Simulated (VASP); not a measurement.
A run of VASP 6.6.1 is set up as follows.

Contents of INCAR:

```
PREC     = Accurate       # precision mode
ENCUT    = 520            # plane-wave cutoff, eV
EDIFF    = 1E-8           # SCF threshold, eV
ISMEAR   = -1             # smearing method
SIGMA    = 0.03           # smearing width, eV
LREAL    = F              # projectors in reciprocal space
LASPH    = T              # aspherical terms in the spheres
NELM     = 100            # most SCF steps
ALGO     = Normal         # electronic algorithm
ISIF     = 2              # what is computed and relaxed
LWAVE    = F              # write WAVECAR
LCHARG   = F              # write CHGCAR
GGA      = PS             # functional
LEFG     = T            
NBANDS   = 18             # bands
```

File KPOINTS:

```
regular mesh
0
Gamma
  10 10 10
```

Contents of POSCAR:

```
RbTi
1.0
    4.0591001343      0.0000000000      0.0000000000
    0.0000000000      4.0591001343      0.0000000000
    0.0000000000      0.0000000000      4.0591001343
Rb Ti
1 1
Direct
    0.0000000000      0.0000000000      0.0000000000
    0.5000000000      0.5000000000      0.5000000000
```

Potentials or basis: VASP PAW PBE potentials, release 64 (Rb_sv, Ti_sv).

Run with:

```bash
$ cat potpaw_PBE.64/Rb_sv/POTCAR potpaw_PBE.64/Ti_sv/POTCAR > POTCAR
$ mpirun -np 1 vasp_std > vasp.out
```

Q: Predict the pressure.

A: -0.5 GPa.

Caveat: without QUAD_EFG the Cq values of the log hold for a quadrupole moment of 1 mb, not for the nuclei; the PAW data sets were made with another functional, which shifts forces and pressure a little.
